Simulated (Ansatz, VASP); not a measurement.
Two plane-wave programs on La2O3

Contents of POSCAR:

```
La2O3
1.0
    3.9307778800      0.0000000000      0.0000000000
   -1.9653889400      3.4041535000      0.0000000000
    0.0000000000      0.0000000000      6.1119535200
La O
2 3
Direct
    0.6666666667      0.3333333333      0.7537643200
    0.3333333333      0.6666666667      0.2462356800
    0.6666666667      0.3333333333      0.3541093500
    0.3333333333      0.6666666667      0.6458906500
    0.0000000000      0.0000000000      0.0000000000
```

INCAR.step1

```
SYSTEM = La2O3
PREC     = Accurate       ! precision mode
ENCUT    = 600            ! plane-wave cutoff, eV
ISMEAR   = 0              ! smearing method
SIGMA    = 0.01           ! smearing width, eV
LREAL    = .FALSE.        ! projectors in reciprocal space
LASPH    = .TRUE.         ! aspherical terms in the spheres
NELM     = 60             ! most SCF steps
GGA      = PE             ! functional
ALGO     = Normal         ! electronic algorithm
EDIFF    = 1E-4           ! SCF threshold, eV
LWAVE    = .TRUE.         ! write WAVECAR
LCHARG   = .FALSE.        ! write CHGCAR
```

The input INCAR.step2:

```
SYSTEM = La2O3
PREC     = Accurate       ! precision mode
ENCUT    = 600            ! plane-wave cutoff, eV
EDIFF    = 1E-7           ! SCF threshold, eV
ISMEAR   = 0              ! smearing method
SIGMA    = 0.01           ! smearing width, eV
LREAL    = .FALSE.        ! projectors in reciprocal space
LASPH    = .TRUE.         ! aspherical terms in the spheres
NELM     = 60             ! most SCF steps
ALGO     = Normal         ! electronic algorithm
ISIF     = 3              ! what is computed and relaxed
LWAVE    = .FALSE.        ! write WAVECAR
LCHARG   = .FALSE.        ! write CHGCAR
METAGGA  = R2SCAN         ! meta-GGA
LMIXTAU  = .TRUE.       
IVDW     = 13             ! dispersion correction
VDW_S6   = 1.0          
VDW_S8   = 0.6018749    
VDW_A1   = 0.51559235   
VDW_A2   = 5.77342911   
IBRION   = 2              ! ionic algorithm
NSW      = 80             ! ionic steps
EDIFFG   = -0.01          ! ionic threshold
ISTART   = 1
```

KPOINTS

```
regular mesh
0
G
  6 6 4
  0 0 0
```

Input for Ansatz:

```yaml
crystal:
  lattice:
    - [3.93077788, 0.0, 0.0]
    - [-1.96538894, 3.4041535, 0.0]
    - [0.0, 0.0, 6.11195352]
  atoms:
    - { symbol: La, position: [0.6666666666666666, 0.3333333333333333, 0.75376432] }
    - { symbol: La, position: [0.3333333333333333, 0.6666666666666666, 0.24623568] }
    - { symbol: O, position: [0.6666666666666666, 0.3333333333333333, 0.35410935] }
    - { symbol: O, position: [0.3333333333333333, 0.6666666666666666, 0.64589065] }
    - { symbol: O, position: [0.0, 0.0, 0.0] }
basis:
  ecutwfc: 557.833418042754
kpoints:
  mp_grid:
    grid: [6, 6, 4]
hamiltonian:
  xc: r2scan
  dispersion: d4
scf:
  occupations:
    method: fixed
relax:
  cell: {}
```

Alike in both runs: task relaxation of cell and atoms; functional r2SCAN; dispersion D4; k mesh 6 × 6 × 4; no spin polarisation.

|  | VASP | Ansatz |
| --- | --- | --- |
| version | VASP 6.6.1 | Ansatz 0.2.0 |
| potentials or method | VASP PAW PBE potentials, release 64 (La, O), cutoff 600 eV | plane waves, PAW |
| occupations | gaussian, width 0.01 eV | fixed |
| valence electrons in the cell | 40 | 40 |

Ansatz gave:

```
relaxed volume (Å³/atom)                                     : 16.30
relaxed cell length with the largest relative difference (Å) : 6.097
```

Q: Which values does VASP return?

A: Relaxed volume (Å³/atom): 16.23; relaxed cell length with the largest relative difference (Å): 6.085.

VASP's potentials were made for PBE, not for r2SCAN.

Neither program's run includes spin-orbit coupling.
